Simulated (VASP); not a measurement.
A run of VASP 6.6.1:

File INCAR:

```
SYSTEM = BaTiO3
PREC     = Accurate       ! precision mode
ENCUT    = 1340           ! plane-wave cutoff, eV
EDIFF    = 1E-6           ! SCF threshold, eV
ISMEAR   = -1             ! smearing method
SIGMA    = 0.02           ! smearing width, eV
LREAL    = .False.        ! projectors in reciprocal space
LASPH    = .True.         ! aspherical terms in the spheres
NELM     = 120            ! most SCF steps
ALGO     = Normal         ! electronic algorithm
ISIF     = 2              ! what is computed and relaxed
LWAVE    = .False.        ! write WAVECAR
LCHARG   = .True.         ! write CHGCAR
GGA      = PE             ! functional
LELF     = .True.         ! ELF
LVHAR    = .True.       
NBANDS   = 28             ! bands
GGA_COMPAT= .False.
```

Contents of KPOINTS:

```
regular mesh
0
Gamma
  6 6 6
  0 0 0
```

File POSCAR:

```
BaTiO3
1.0
    4.0193113317      0.0000000000      0.0000000000
    0.0000000000      4.0193113317      0.0000000000
    0.0000000000      0.0000000000      4.0193113317
Ba Ti O
1 1 3
Direct
    0.0000000000      0.0000000000      0.0000000000
    0.5000000000      0.5000000000      0.5000000000
    0.5000000000      0.5000000000      0.0000000000
    0.5000000000      0.0000000000      0.5000000000
    0.0000000000      0.5000000000      0.5000000000
```

Potentials or basis: VASP PAW PBE potentials, release 64 (Ba_sv, Ti_sv, O_h).

Run with:

```sh
$ cat potpaw_PBE.64/Ba_sv/POTCAR potpaw_PBE.64/Ti_sv/POTCAR potpaw_PBE.64/O_h/POTCAR > POTCAR
$ mpirun -np 1 vasp_std > vasp.out
```

Hardware: 1 thread of AMD EPYC 7R13 Processor (Zen 3), on a shared host.

Q: How long does it take, and how much memory?

A: It took 2.9 min on 1 thread of AMD EPYC 7R13 Processor (Zen 3), with other jobs on the host, peak memory 0.39 GiB. Counts: scf iterations 15, k points 20.
